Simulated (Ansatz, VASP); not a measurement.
## GaN: VASP beside Ansatz

```xyz
2
Lattice="0.0000 2.1634 2.4338 2.1634 0.0000 2.4338 2.1634 2.1634 0.0000" Properties=species:S:1:pos:R:3 pbc="T T T"
Ga    0.0000    0.0000    0.0000
N     3.2450    3.2450    3.6507
```

Change from the starting cell: strain -0.040 along x and y, +0.080 along z, atoms carried along.

Alike in both runs: task single point; functional r2SCAN; k mesh 10 × 10 × 10; occupations gaussian, width 0.05 eV; no spin polarisation.

```csv
,VASP,Ansatz
version,VASP 6.6.1,Ansatz 0.2.0
potentials or method,"VASP PAW PBE potentials, release 64 (Ga_d, N), cutoff 520 eV","scalar-relativistic, plane waves, PAW"
valence electrons in the cell,18,18
```

```csv
,VASP,Ansatz,Ansatz less VASP
gap on the k mesh at the Fermi level (eV),1.86,1.87,+0.008
least direct gap on the mesh (eV),1.86,1.87,+0.008
pressure (GPa),-0.1,-1.2,-1.11
"traceless stress, the component that is largest in VASP (GPa)",-13.32,-13.57,-0.256
```

VASP's potentials were made for PBE, not for r2SCAN. With one functional, cell and mesh, what is left measures potentials, basis and numerics.
